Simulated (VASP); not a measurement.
# SbC2 (P4/mbm) in VASP: a series of runs, part 2 of 2

VASP 6.6.1. Earlier steps stand in the parts before.

**4. Relaxation of cell and atoms, PBE**

INCAR

```
  ALGO = Normal
  EDIFF = 1E-6
  EDIFFG = -0.04
  ENCUT = 600
  GGA = PE
  IBRION = 2
  ISIF = 3
  ISMEAR = 0
  LASPH = True
  LCHARG = False
  LREAL = False
  LWAVE = False
  NELM = 80
  NSW = 90
  PREC = Accurate
  SIGMA = 0.1
```

KPOINTS

```
k-points
0
Gamma
  4 4 8
```

POSCAR

```
SbC2
1.0
    5.7525315400      0.0000000000      0.0000000000
    0.0000000000      5.7525315400      0.0000000000
    0.0000000000      0.0000000000      2.1093641200
Sb C
2 4
Direct
    0.0000000000      0.0000000000      0.0000000000
    0.5000000000      0.5000000000      0.0000000000
    0.1767953900      0.3232046100      0.0000000000
    0.3232046100      0.8232046100      0.0000000000
    0.8232046100      0.6767953900      0.0000000000
    0.6767953900      0.1767953900      0.0000000000
```

Launch:

```bash
> cat potpaw_PBE.64/Sb/POTCAR potpaw_PBE.64/C/POTCAR > POTCAR
> mpirun -np 1 vasp_std > vasp.out
```

Run time: 34 min. Hardware: 1 thread of Intel Xeon 8259CL, shared host; peak memory 0.24 GiB.

Results (log left out):

```yaml
Free_energy: -37.8252 eV
Relaxed_volume: 14.86 Å³/atom
Relaxed_cell: a = 5.341 Å, b = 5.341 Å, c = 3.125 Å, α = 90.00°, β = 90.00°, γ = 90.00°
Space_group_after_relaxing_to_0.1_Å: P4/mbm (No. 127)
Pressure_after_relaxing: 0.0 GPa
Largest_force_after_relaxing: 0.036 eV/Å
Band_gap_on_the_k_mesh: zero (bands 13 and 14 overlap by 5.14 eV)
```

Forces in eV/Å, atoms in the order of the input:
```
Sb   0.000  0.000  0.000
Sb   0.000  0.000  0.000
C    0.026 -0.026  0.000
C   -0.026 -0.026  0.000
C   -0.026  0.026  0.000
C    0.026  0.026  0.000
```

Stress tensor (GPa, compression positive):
```
 0.16  0.00  0.00
 0.00  0.16  0.00
 0.00  0.00 -0.21
```

Final structure:
```xyz
6
Lattice="5.3409 0.0000 0.0000 0.0000 5.3409 0.0000 0.0000 0.0000 3.1255" Properties=species:S:1:pos:R:3 pbc="T T T"
Sb    0.0000    0.0000    3.1255
Sb    2.6704    2.6704    3.1255
C     0.4564    2.2140    0.0000
C     2.2140    4.8844    0.0000
C     4.8844    3.1269    0.0000
C     3.1269    0.4564    0.0000
```

Levels at points of the mesh, in eV from the Fermi level:
```csv
k point,band 9,band 10,band 11,band 12,band 13,band 14,band 15,band 16,band 17
"(0.00, 0.00, 0.00)",-3.61,-2.44,-1.55,0.24,2.83,4.61,4.61,5.12,5.81
"(0.50, 0.00, 0.00)",-3.13,-3.13,-1.90,-1.90,1.71,1.71,3.54,3.54,6.55
"(0.50, 0.50, 0.00)",-2.48,-2.48,-1.75,-1.75,-1.39,-1.39,2.76,2.76,4.70
"(0.00, 0.00, 0.50)",-5.30,-4.08,-3.25,-3.04,-0.84,0.73,0.73,2.02,3.23
"(0.50, 0.00, 0.50)",-3.72,-3.72,-2.62,-2.62,-2.30,-2.30,1.80,1.80,3.32
"(0.50, 0.50, 0.50)",-4.36,-4.36,-4.03,-4.03,-1.51,-1.51,0.41,0.41,3.46
```

Caveat: the k points lie up to 0.29 Å⁻¹ apart in the final cell, too coarse for converged energies and pressures of a metal; the volume moved by over 15 % at a fixed basis, so the end points are rough; spin-orbit coupling is left out, which moves the levels of the heavy elements.

**5. Single point, PBE**

This run uses another cell than the first one, of 15.37 Å³/atom.

INCAR

```
SYSTEM = SbC2
PREC     = Accurate       ! precision mode
ENCUT    = 520            ! plane-wave cutoff, eV
EDIFF    = 1E-6           ! SCF threshold, eV
ISMEAR   = 0              ! smearing method
SIGMA    = 0.1            ! smearing width, eV
LREAL    = .FALSE.        ! projectors in reciprocal space
LASPH    = .TRUE.         ! aspherical terms in the spheres
NELM     = 100            ! most SCF steps
ALGO     = Normal         ! electronic algorithm
ISIF     = 2              ! what is computed and relaxed
LWAVE    = .FALSE.        ! write WAVECAR
LCHARG   = .TRUE.         ! write CHGCAR
GGA      = PE             ! functional
LELF     = .TRUE.         ! ELF
LVHAR    = .TRUE.       
NBANDS   = 22             ! bands
```

KPOINTS

```
regular mesh
0
G
  8 8 12
  0 0 0
```

POSCAR

```
SbC2
1.0
    5.3457451082      0.0000000000      0.0000000000
    0.0000000000      5.3457451082      0.0000000000
    0.0000000000      0.0000000000      3.2277931677
Sb C
2 4
Direct
    0.0000000000      0.0000000000      0.0000000000
    0.5000000000      0.5000000000      0.0000000000
    0.0854517881      0.4145482119      0.0000000000
    0.4145482119      0.9145482119      0.0000000000
    0.9145482119      0.5854517881      0.0000000000
    0.5854517881      0.0854517881      0.0000000000
```

Launch:

```bash
> cat potpaw_PBE.64/Sb/POTCAR potpaw_PBE.64/C/POTCAR > POTCAR
> mpirun -np 1 vasp_std > vasp.out
```

Wall time 3 min (1 thread of Intel Xeon 8259CL, shared host); peak memory 0.31 GiB.

It converged, with:

```yaml
Free_energy: -38.1037 eV
Pressure: 0.3 GPa
Largest_force: 0.059 eV/Å
Band_gap_on_the_k_mesh: zero (bands 13 and 14 overlap by 5.26 eV)
```

Forces in eV/Å, atoms in the order of the input:
```
Sb   0.000  0.000  0.000
Sb   0.000  0.000  0.000
C    0.042 -0.042  0.000
C   -0.042 -0.042  0.000
C   -0.042  0.042  0.000
C    0.042  0.042  0.000
```

Stress tensor (GPa, compression positive):
```
 0.43  0.00  0.00
 0.00  0.43  0.00
 0.00  0.00 -0.04
```

Levels at points of the mesh, in eV from the Fermi level:
```
           k point  band 11  band 12  band 13  band 14  band 15  band 16
(0.00, 0.00, 0.00)    -1.69     0.41     2.98     4.41     4.41     4.53
(0.50, 0.00, 0.00)    -2.07    -2.07     1.88     1.88     3.18     3.18
(0.50, 0.50, 0.00)    -1.90    -1.90    -1.19    -1.19     2.37     2.37
(0.00, 0.00, 0.50)    -2.97    -2.87    -0.56     0.96     0.96     1.97
(0.50, 0.00, 0.50)    -2.32    -2.32    -2.27    -2.27     2.03     2.03
(0.50, 0.50, 0.50)    -3.97    -3.97    -1.47    -1.47     0.37     0.37
```

Caveat: spin-orbit coupling is left out, which moves the levels of the heavy elements.

**6. Relaxation of cell and atoms, PBE**

This run uses another cell than the first one, of 15.28 Å³/atom.

INCAR

```
PREC = Accurate ; ENCUT = 600
EDIFF = 1E-6 ; ISMEAR = 0
SIGMA = 0.1 ; LREAL = False
LASPH = True ; NELM = 100
ALGO = Normal ; ISIF = 3
LWAVE = False ; LCHARG = False
GGA = PE ; IBRION = 2
NSW = 100 ; EDIFFG = -0.01
```

KPOINTS

```
Automatic mesh
0
Gamma
  8 8 12
```

POSCAR

```
SbC2
1.0
    5.3423960636      0.0000000000      0.0000000000
    0.0000000000      5.3423960636      0.0000000000
    0.0000000000      0.0000000000      3.2132326561
Sb C
2 4
Direct
    0.0000000000      0.0000000000      0.0000000000
    0.5000000000      0.5000000000      0.0000000000
    0.0854674112      0.4145325888      0.0000000000
    0.4145325888      0.9145325888      0.0000000000
    0.9145325888      0.5854674112      0.0000000000
    0.5854674112      0.0854674112      0.0000000000
```

Potentials or basis: VASP PAW PBE potentials, release 64 (Sb, C).

Launch:

```bash
> cat potpaw_PBE.64/Sb/POTCAR potpaw_PBE.64/C/POTCAR > POTCAR
> mpirun -np 1 vasp_std > vasp.out
```

Wall time 12 min (1 thread of Intel Xeon 8259CL, shared host); peak memory 0.38 GiB.

The run converged. Its results:

* Free energy: -38.1078 eV
* Relaxed volume: 15.38 Å³/atom
* Relaxed cell: a = 5.350 Å, b = 5.350 Å, c = 3.223 Å, α = 90.00°, β = 90.00°, γ = 90.00°
* Space group after relaxing (to 0.1 Å): P4/mbm (No. 127)
* Energy gained by relaxing: 0.1 meV/atom
* Ionic steps: 8
* Pressure after relaxing: 0.0 GPa
* Largest force after relaxing: 0.009 eV/Å
* Band gap on the k mesh: zero (bands 13 and 14 overlap by 5.25 eV)

Forces on the atoms (eV/Å):
```
Sb   0.000  0.000  0.000
Sb   0.000  0.000  0.000
C   -0.006  0.006  0.000
C    0.006  0.006  0.000
C    0.006 -0.006  0.000
C   -0.006 -0.006  0.000
```

Stress tensor (GPa, compression positive):
```
-0.08  0.00  0.00
 0.00 -0.08  0.00
 0.00  0.00  0.05
```

The path:
```tsv
step	energy change (eV)	largest force (eV/Å)	pressure (GPa)	volume (Å³)
1	0.0000	0.0784	0.55	91.71
2	0.0050	0.5429	-1.05	92.40
3	-0.0004	0.0526	0.20	91.85
4	-0.0008	0.0139	-0.01	92.23
5	-0.0008	0.0137	-0.01	92.22
6	-0.0008	0.0101	0.00	92.21
7	-0.0008	0.0103	0.01	92.21
8	-0.0008	0.0088	-0.03	92.26
```

Final structure:
```yaml
crystal:
  lattice:
    - [5.35011, 0.00000, 0.00000]
    - [0.00000, 5.35011, 0.00000]
    - [0.00000, 0.00000, 3.22306]
  atoms:
    - { symbol: Sb, position: [0.00000, 0.00000, 0.00000] }
    - { symbol: Sb, position: [0.50000, 0.50000, 0.00000] }
    - { symbol: C, position: [0.08545, 0.41455, 0.00000] }
    - { symbol: C, position: [0.41455, 0.91455, 0.00000] }
    - { symbol: C, position: [0.91455, 0.58545, 0.00000] }
    - { symbol: C, position: [0.58545, 0.08545, 0.00000] }
```

Levels at points of the mesh, in eV from the Fermi level:
| k point | band 9 | band 10 | band 11 | band 12 | band 13 | band 14 | band 15 | band 16 | band 17 |
| --- | --- | --- | --- | --- | --- | --- | --- | --- | --- |
| (0.00, 0.00, 0.00) | -3.43 | -2.59 | -1.66 | 0.40 | 2.98 | 4.43 | 4.43 | 4.69 | 4.72 |
| (0.50, 0.00, 0.00) | -2.95 | -2.95 | -2.04 | -2.04 | 1.87 | 1.87 | 3.21 | 3.21 | 5.26 |
| (0.50, 0.50, 0.00) | -2.27 | -2.27 | -1.88 | -1.88 | -1.19 | -1.19 | 2.40 | 2.40 | 4.83 |
| (0.00, 0.00, 0.50) | -5.21 | -3.84 | -2.96 | -2.88 | -0.57 | 0.96 | 0.96 | 1.97 | 3.30 |
| (0.50, 0.00, 0.50) | -3.65 | -3.65 | -2.33 | -2.33 | -2.26 | -2.26 | 2.03 | 2.03 | 3.30 |
| (0.50, 0.50, 0.50) | -4.01 | -4.01 | -3.96 | -3.96 | -1.45 | -1.45 | 0.36 | 0.36 | 3.67 |

Caveat: spin-orbit coupling is left out, which moves the levels of the heavy elements.

**7. Overview**

```tsv
task	cell	k mesh	cutoff (eV)	gap on the mesh (eV)	pressure (GPa)	relaxed volume (Å³/atom)	largest force (eV/Å)
single point	a = 5.753, b = 5.753, c = 2.109 Å, 6 atoms, atomic positions A	4 × 4 × 8	520	none	82.5	-	1.41
single point	a = 5.342, b = 5.342, c = 3.213 Å, 6 atoms, atomic positions B	4 × 4 × 8	520	none	0.3	-	0.05
relaxation of cell and atoms	relaxed from a = 5.753, b = 5.753, c = 2.109 Å, 6 atoms, atomic positions A	4 × 4 × 8	600	none	0.0	14.86	0.04
single point	a = 5.346, b = 5.346, c = 3.228 Å, 6 atoms, atomic positions B	8 × 8 × 12	520	none	0.3	-	0.06
relaxation of cell and atoms	relaxed from a = 5.342, b = 5.342, c = 3.213 Å, 6 atoms, atomic positions B	8 × 8 × 12	600	none	0.0	15.38	0.01
```

Alike in all rows: level PBE; potentials or basis VASP PAW PBE potentials, release 64 (Sb, C); no spin polarisation; smearing gaussian 0.1 eV.

Caveats: some runs use coarse meshes; spin-orbit coupling is left out, which moves the levels of the heavy elements; forces of over 1 eV/Å act on the atoms, so gaps and moduli don't describe the material at rest (at least some runs); the volume moved by over 15 % at a fixed basis, so the end points are rough (at least some runs).

Absolute energies hang on the potentials; compare differences alone.
